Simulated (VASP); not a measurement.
Set up this calculation in VASP 6.6.1, as the native input.

| Property | Result |
| --- | --- |
| Task | single point |
| Functional | PBEsol |
| Potentials or basis | VASP PAW PBE potentials, release 64 (Cd, Se) |
| Cutoff | 500 eV |
| k mesh | 6 × 6 × 6 |
| Occupations | gaussian, width 0.02 eV |
| Spin | no spin polarisation |
| Dipole correction | no |
| Further INCAR settings | ALGO = Normal; EDIFF = 1e-06; NBANDS = 16 |

The structure of CdSe (kn) lies in POSCAR:

```
CdSe
1.0
    0.0000000000      3.0410661765      3.0410661765
    3.0410661765      0.0000000000      3.0410661765
    3.0410661765      3.0410661765      0.0000000000
Cd Se
1 1
Direct
    0.0000000000      0.0000000000      0.0000000000
    0.2500000000      0.2500000000      0.2500000000
```

The input as run:

INCAR

```
SYSTEM = CdSe
  PREC = Accurate
  ENCUT = 500
  EDIFF = 1E-6
  ISMEAR = 0
  SIGMA = 0.02
  LREAL = .False.
  LASPH = .True.
  NELM = 120
  ALGO = Normal
  ISIF = 2
  LWAVE = .False.
  LCHARG = .True.
  GGA = PS
  LELF = .True.
  LVHAR = .True.
  NBANDS = 16
  GGA_COMPAT = .False.
```

KPOINTS

```
regular mesh
0
Gamma
  6 6 6
  0 0 0
```

Potentials or basis: VASP PAW PBE potentials, release 64 (Cd, Se).

Launch:

```console
$ cat potpaw_PBE.64/Cd/POTCAR potpaw_PBE.64/Se/POTCAR > POTCAR
$ mpirun -np 1 vasp_std > vasp.out
```

It gave:

| Quantity | Value |
| --- | --- |
| Pressure | 0.3 GPa |
| Band gap on the k mesh | 0.48 eV, direct |

Caveat: the PAW data sets were made with another functional, which shifts forces and pressure a little.

It took 33 s on 1 thread of AMD EPYC 7R43 64-Core Processor (Zen 3), on a shared host, peak memory 0.15 GiB.
